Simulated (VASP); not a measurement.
# AlN (P6_3mc) in VASP: single point with PBE0

Aim: the single point of AlN with PBE0.

Program: VASP 6.6.1. These are calculated values, not measurements. Logs are shortened: lines on timing, memory, paths and dates and some standing lists are left out, and cuts for length are marked.

**1. The cell of the first run**

It takes space group P6_3mc (No. 186, hexagonal). Conventional cell: a = 3.130 Å, b = 3.130 Å, c = 5.018 Å, α = 90.00°, β = 90.00°, γ = 120.00°. Al (site symmetry 3m) has 4 N at 1.90 to 1.91 Å within 2.5 Å. N (site symmetry 3m) has 4 Al at 1.90 to 1.91 Å within 2.5 Å.

**2. Single point, PBE0**

Contents of POSCAR:

```
AlN
1.0
    3.1302469248      0.0000000000      0.0000000000
   -1.5651234624      2.7108733570      0.0000000000
    0.0000000000      0.0000000000      5.0179926665
Al N
2 2
Direct
    0.3333333333      0.6666666667     -0.0007707949
    0.6666666667      0.3333333333      0.4992292051
    0.3333333333      0.6666666667      0.3807707949
    0.6666666667      0.3333333333      0.8807707949
```

Contents of INCAR.step1:

```
ALGO = Normal
EDIFF = 1E-5
ENCUT = 520
GGA = PE
ISIF = 2
ISMEAR = 0
LASPH = T
LCHARG = F
LREAL = F
LWAVE = T
NBANDS = 16
NELM = 100
PREC = Accurate
SIGMA = 0.02
```

Contents of INCAR.step2:

```
AEXX = 0.25
ALGO = Normal
EDIFF = 1E-6
ENCUT = 520
GGA = PE
ISIF = 2
ISMEAR = 0
ISTART = 1
LASPH = T
LCHARG = F
LHFCALC = T
LREAL = F
LWAVE = F
NBANDS = 16
NELM = 100
PREC = Accurate
PRECFOCK = Normal
SIGMA = 0.02
```

Contents of KPOINTS:

```
k-points
0
Gamma
  6 6 4
```

Potentials or basis: VASP PAW PBE potentials, release 64 (Al, N).

On the command line:

```console
$ cat potpaw_PBE.64/Al/POTCAR potpaw_PBE.64/N/POTCAR > POTCAR
$ cp INCAR.step1 INCAR
$ mpirun -np 1 vasp_std > vasp.out
$ cp INCAR.step2 INCAR
$ mpirun -np 1 vasp_std > vasp.out
```

OUTCAR:

```text
AEXX = 0.25
   EDIFF = 1E-6
   ENCUT = 520
   GGA = PE
   ISIF = 2
   ISMEAR = 0
   ISTART = 1
   LASPH = T
   LHFCALC = T
   LREAL = F
   NELM = 100
   PREC = Accurate
   PRECFOCK = Normal

 ion  position               nearest neighbor table
   1  0.333  0.667  0.999-   4 1.90   4 1.90   4 1.90   3 1.91   2 3.09   2 3.09   2 3.09   2 3.09
                             2 3.09   2 3.09
   2  0.667  0.333  0.499-   3 1.90   3 1.90   3 1.90   4 1.91   1 3.09   1 3.09   1 3.09   1 3.09
                             1 3.09   1 3.09
   3  0.333  0.667  0.381-   2 1.90   2 1.90   2 1.90   1 1.91
   4  0.667  0.333  0.881-   1 1.90   1 1.90   1 1.90   2 1.91

  LATTYP: Found a hexagonal cell.
 ALAT       =     3.1302469248
 C/A-ratio  =     1.6030660798

  Lattice vectors:

 A1 = (   3.1302469248,   0.0000000000,   0.0000000000)
 A2 = (  -1.5651234624,   2.7108733570,   0.0000000000)
 A3 = (   0.0000000000,   0.0000000000,   5.0179926665)

Analysis of symmetry for initial positions (statically):
=====================================================================
 Subroutine PRICEL returns:
 Original cell was already a primitive cell.

 Routine SETGRP: Setting up the symmetry group for a
 hexagonal supercell.

 Subroutine GETGRP returns: Found 12 space group operations
 (whereof  6 operations were pure point group operations)
 out of a pool of 24 trial point group operations.

The static configuration has the point symmetry C_3v.
 The point group associated with its full space group is C_6v.

Analysis of symmetry for dynamics (positions and initial velocities):
=====================================================================
 Subroutine PRICEL returns:
 Original cell was already a primitive cell.

 Routine SETGRP: Setting up the symmetry group for a
 hexagonal supercell.

 Subroutine GETGRP returns: Found 12 space group operations
 (whereof  6 operations were pure point group operations)
 out of a pool of 24 trial point group operations.

The dynamic configuration has the point symmetry C_3v.
 The point group associated with its full space group is C_6v.

 Subroutine INISYM returns: Found 12 space group operations
 (whereof  6 operations are pure point group operations),
 and found     1 'primitive' translations

----------------------------------------------------------------------------------------

                                     Primitive cell

  volume of cell :      42.5812

  direct lattice vectors                    reciprocal lattice vectors
     3.130246925  0.000000000  0.000000000     0.319463615  0.184442404  0.000000000
    -1.565123462  2.710873357  0.000000000     0.000000000  0.368884809  0.000000000
     0.000000000  0.000000000  5.017992666     0.000000000  0.000000000  0.199282874

  length of vectors
     3.130246925  3.130246925  5.017992666     0.368884809  0.368884809  0.199282874

  position of ions in fractional coordinates (direct lattice)
     0.333333333  0.666666667  0.999229205
     0.666666667  0.333333333  0.499229205
     0.333333333  0.666666667  0.380770795
     0.666666667  0.333333333  0.880770795

  ion indices of the primitive-cell ions
   primitive index   ion index
                 1           1
                 2           2
                 3           3
                 4           4

----------------------------------------------------------------------------------------

 KPOINTS: k-points

Automatic generation of k-mesh.
 Grid dimensions read from file:
 generate k-points for:    6    6    4

 Generating k-lattice:

  Cartesian coordinates                     Fractional coordinates (reciprocal lattice)
     0.053243936  0.030740401  0.000000000     0.166666667  0.000000000  0.000000000
     0.000000000  0.061480801  0.000000000     0.000000000  0.166666667  0.000000000
     0.000000000  0.000000000  0.049820718     0.000000000  0.000000000  0.250000000

  Length of vectors
     0.061480801  0.061480801  0.049820718

  Shift w.r.t. Gamma in fractional coordinates (k-lattice)
     0.000000000  0.000000000  0.000000000

 Subroutine IBZKPT returns following result:
 ===========================================

 Found     21 irreducible k-points:

 Following reciprocal coordinates:
            Coordinates               Weight
  0.000000  0.000000  0.000000      1.000000
  0.166667 -0.000000  0.000000      6.000000
  0.333333 -0.000000  0.000000      6.000000
  0.500000 -0.000000  0.000000      3.000000
  0.166667  0.166667  0.000000      6.000000
  0.333333  0.166667  0.000000     12.000000
[... 13 lines left out ...]
  0.333333  0.166667  0.500000     12.000000
  0.333333  0.333333  0.500000      2.000000
   k-points           NKPTS =     21   k-points in BZ     NKDIM =    144   number of bands    NBANDS=     16
   number of dos      NEDOS =    301   number of ions     NIONS =      4
   total plane-waves  NPLWV =  23040
   dimension x,y,z NGX =    24 NGY =   24 NGZ =   40
   dimension x,y,z NGXF=    48 NGYF=   48 NGZF=   80
   ions per type =               2   2
   NGX,Y,Z   is equivalent  to a cutoff of  12.75, 12.75, 13.25 a.u.
   NGXF,Y,Z  is equivalent  to a cutoff of  25.49, 25.49, 26.50 a.u.
 SYSTEM =  unknown system
   PREC   = accura    normal or accurate (medium, high low for compatibility)
   ISTART =      1    job   : 0-new  1-cont  2-samecut
   ICHARG =      0    charge: 1-file 2-atom 10-const
   ISPIN  =      1    spin polarized calculation?
   LNONCOLLINEAR =      F non collinear calculations
   LSORBIT =      F    spin-orbit coupling
   LASPH  =      T    aspherical Exc in radial PAW
   ENCUT  =  520.0 eV  38.22 Ry    6.18 a.u.   5.82  5.82  9.33*2*pi/ulx,y,z
   NELM   =    100;   NELMIN=  2; NELMDL=  0     # of ELM steps
   EDIFF  = 0.1E-05   stopping-criterion for ELM
   LREAL  =      F    real-space projection
   EDIFFG = 0.1E-04   stopping-criterion for IOM
   NSW    =      0    number of steps for IOM
   IBRION =     -1    ionic relax: 0-MD 1-quasi-New 2-CG
   NFREE  =      0    steps in history (QN), initial steepest desc. (CG)
   ISIF   =      2    stress and relaxation
   ISYM   =      3    0-nonsym 1-usesym 2-fastsym
   POTIM  = 0.5000    time-step for ionic-motion
   TEBEG  =    0.0;   TEEND  =   0.0 temperature during run
   PSTRESS=    0.0 pullay stress
   NELECT =      16.0000    total number of electrons
   NUPDOWN=      -1.0000    fix difference up-down
   EMIN   =  10.00;   EMAX   =-10.00  energy-range for DOS
   EFERMI =   0.00;   METHOD = LEGACY
   ISMEAR =     0;   SIGMA  =   0.02  broadening in eV -4-tet -1-fermi 0-gaus
   EFERMI_NEDOS =   21; number of points for ismear=-14 and -15
   IALGO  =     38    algorithm
   IMIX   =      1    mixing-type and parameters
     AMIX     =   0.40;   BMIX     =  1.00
     AMIX_MAG =   1.60;   BMIX_MAG =  1.00
  volume/ion in A,a.u.               =      10.65        71.84
  Fermi-wavevector in a.u.,A,eV,Ry     =   1.181342  2.232412 18.987859  1.395568
  Thomas-Fermi vector in A             =   2.317617
   LORBIT       =      0    0 simple, 1 ext, 2 COOP (PROOUT), +10 PAW based schemes
   GGA     = PE    functional components
   LHFCALC =     T    Hartree Fock is set to
   PRECFOCK=normal    Normal, Fast or Accurate (Low or Medium for compatibility)
   ENCUT4O =  -1.0   cutoff for four orbital integrals eV
   NKREDX  =     1    reduce k-point grid by
   NKREDY  =     1    reduce k-point grid by
   NKREDZ  =     1    reduce k-point grid by
   AEXX    =    0.2500 exact exchange contribution
   HFSCREEN=    0.0000 screening length (either q_TF or 0.3 A-1)
   HFSCREENC=   0.0000 screening length for correlation (either q_TF or 0.3 A-1)
   ENCUTFOCK=  -1.0 apply spherical cutoff to Coloumb kernel
   IVDW    =     0    specifies the selected vdW correction
   LEPSILON=     F    determine dielectric tensor
   LRPA    =     F    only Hartree local field effects (RPA)
 non-spin polarized calculation
 Gauss-broadening in eV      SIGMA  =   0.02
  energy-cutoff  :      520.00
  volume of cell :       42.58
 maximum number of plane-waves:      1170
 NGX is ok and might be reduce to    24
  NGX = 18; NGY = 18; NGZ = 28

 number of electron      15.9999998 magnetization

 Free energy of the ion-electron system (eV)
  ---------------------------------------------------
  ext. energy  EPLUGINS =         0.00000000
  ---------------------------------------------------
  free energy    TOTEN  =       -36.72473546 eV

  energy without entropy =      -36.72473546  energy(sigma->0) =      -36.72473546

 E-fermi :   4.8340     XC(G=0):  -8.5284

 val. band max:        4.6769345221   @ k =   0.0000   0.0000   0.0000
 cond. band min:      10.7884135495   @ k =   0.0000   0.0000   0.0000
 fundamental gap:      6.1114790274
 Fermi energy:         4.8340473735

 k-point     1 :       0.0000    0.0000    0.0000
  band No.  band energies     occupation
      1     -11.9372      2.00000
      2      -9.7114      2.00000
      3      -1.7766      2.00000
      4       3.7302      2.00000
      5       3.7302      2.00000
      6       4.4510      2.00000
[... 8 lines left out ...]
     15      20.1593      0.00000
     16      20.1593      0.00000

 k-point     2 :       0.1667   -0.0000    0.0000
  band No.  band energies     occupation
      1     -11.5732      2.00000
      2      -9.5147      2.00000
      3      -1.3261      2.00000
      4       2.2233      2.00000
      5       3.0797      2.00000
      6       3.3086      2.00000
[... 8 lines left out ...]
     15      19.3936      0.00000
     16      19.8275      0.00000

 k-point     3 :       0.3333   -0.0000    0.0000
  band No.  band energies     occupation
      1     -10.6378      2.00000
      2      -9.1661      2.00000
      3      -0.1895      2.00000
      4      -0.0697      2.00000
      5       1.0835      2.00000
      6       2.6676      2.00000
[... 8 lines left out ...]
     15      19.1421      0.00000
     16      21.5785      0.00000

 k-point     4 :       0.5000   -0.0000    0.0000
  band No.  band energies     occupation
      1      -9.8897      2.00000
      2      -9.1661      2.00000
      3      -1.1957      2.00000
      4       0.1623      2.00000
      5       1.0649      2.00000
      6       2.3998      2.00000
[... 8 lines left out ...]
     15      19.9456      0.00000
     16      22.2163      0.00000

 k-point     5 :       0.1667    0.1667    0.0000
  band No.  band energies     occupation
      1     -10.9168      2.00000
      2      -9.2351      2.00000
      3      -0.4799      2.00000
      4       1.0254      2.00000
      5       1.0491      2.00000
      6       2.8313      2.00000
[... 8 lines left out ...]
     15      19.6745      0.00000
     16      21.1820      0.00000

 k-point     6 :       0.3333    0.1667    0.0000
  band No.  band energies     occupation
      1      -9.9627      2.00000
      2      -9.1046      2.00000
      3      -0.6581      2.00000
      4       0.4235      2.00000
      5       0.9254      2.00000
      6       1.6628      2.00000
[... 8 lines left out ...]
     15      19.5381      0.00000
     16      21.8957      0.00000
[... 210 lines left out ...]
 k-point    18 :       0.5000   -0.0000    0.5000
  band No.  band energies     occupation
      1      -9.5037      2.00000
      2      -9.5037      2.00000
      3      -1.3597      2.00000
      4      -1.3597      2.00000
      5       3.0766      2.00000
      6       3.0766      2.00000
[... 8 lines left out ...]
     15      20.3529      0.00000
     16      20.3529      0.00000

 k-point    19 :       0.1667    0.1667    0.5000
  band No.  band energies     occupation
      1     -10.1662      2.00000
      2     -10.1662      2.00000
      3       0.1324      2.00000
      4       0.1324      2.00000
      5       2.6995      2.00000
      6       2.6995      2.00000
[... 8 lines left out ...]
     15      19.9948      0.00000
     16      19.9948      0.00000

 k-point    20 :       0.3333    0.1667    0.5000
  band No.  band energies     occupation
      1      -9.5232      2.00000
      2      -9.5232      2.00000
      3      -0.8839      2.00000
      4      -0.8839      2.00000
      5       1.8583      2.00000
      6       1.8583      2.00000
[... 8 lines left out ...]
     15      20.5581      0.00000
     16      20.5581      0.00000

 k-point    21 :       0.3333    0.3333    0.5000
  band No.  band energies     occupation
      1      -9.2916      2.00000
      2      -9.2916      2.00000
      3      -0.5510      2.00000
      4      -0.5510      2.00000
      5       0.5503      2.00000
      6       0.5503      2.00000
[... 8 lines left out ...]
     15      20.8453      0.00000
     16      20.8453      0.00000

------------------------ aborting loop because EDIFF is reached ----------------------------------------

  FORCE on cell =-STRESS in cart. coord.  units (eV):
  Direction    XX          YY          ZZ          XY          YZ          ZX
  --------------------------------------------------------------------------------------
  -------------------------------------------------------------------------------------
  Total       -1.4550722     -1.4550722     -1.4392015      0.0000000     -0.0000000     -0.0000000
  in kB      -54.7491364    -54.7491364    -54.1519794      0.0000000     -0.0000000     -0.0000000
  external PRESSURE =     -54.5500841 kB  Pullay stress =       0.0000000 kB

 VOLUME and BASIS-vectors are now :
 -----------------------------------------------------------------------------
  energy-cutoff  :      520.00
  volume of cell :       42.58
      direct lattice vectors                 reciprocal lattice vectors
     3.130246925  0.000000000  0.000000000     0.319463615  0.184442404  0.000000000
    -1.565123462  2.710873357  0.000000000     0.000000000  0.368884809  0.000000000
     0.000000000  0.000000000  5.017992666     0.000000000  0.000000000  0.199282874

 POSITION                                       TOTAL-FORCE (eV/Angst)
 -----------------------------------------------------------------------------------
     -0.00000      1.80725      5.01412         0.000000      0.000000      0.002466
      1.56512      0.90362      2.50513         0.000000     -0.000000      0.002466
     -0.00000      1.80725      1.91071        -0.000000     -0.000000     -0.002466
      1.56512      0.90362      4.41970        -0.000000      0.000000     -0.002466
 -----------------------------------------------------------------------------------
    total drift:                                0.000000     -0.000001      0.000417

  FREE ENERGIE OF THE ION-ELECTRON SYSTEM (eV)
  ---------------------------------------------------
  free  energy   TOTEN  =       -36.7247354606 eV

  energy  without entropy=      -36.7247354606  energy(sigma->0) =      -36.72473546
```

It took 53 min on 1 thread of Intel Xeon 8259CL, shared host; peak memory 0.17 GiB.

Results:

```
Free energy            : -36.7247 eV
Pressure               : -5.5 GPa
Band gap on the k mesh : 6.11 eV
```

Forces on the atoms (eV/Å):
```
Al   0.000  0.000  0.002
Al   0.000  0.000  0.002
N    0.000  0.000 -0.002
N    0.000  0.000 -0.002
```

Levels at points of the mesh, in eV from the valence-band top:
| k point | band 6 | band 7 | band 8 | band 9 | band 10 | band 11 |
| --- | --- | --- | --- | --- | --- | --- |
| (0.00, 0.00, 0.00) | -0.23 | -0.23 | 0.00 | 6.11 | 8.72 | 13.07 |
| (0.50, 0.00, 0.00) | -2.28 | -1.88 | -0.76 | 7.86 | 7.87 | 10.31 |
| (0.00, 0.00, 0.50) | -0.60 | -0.60 | -0.60 | 8.53 | 8.53 | 12.60 |
| (0.50, 0.00, 0.50) | -1.60 | -1.48 | -1.48 | 7.32 | 7.32 | 11.43 |

Caveat: the cell stands under tension; the PAW data sets were made with another functional, which shifts forces and pressure a little.
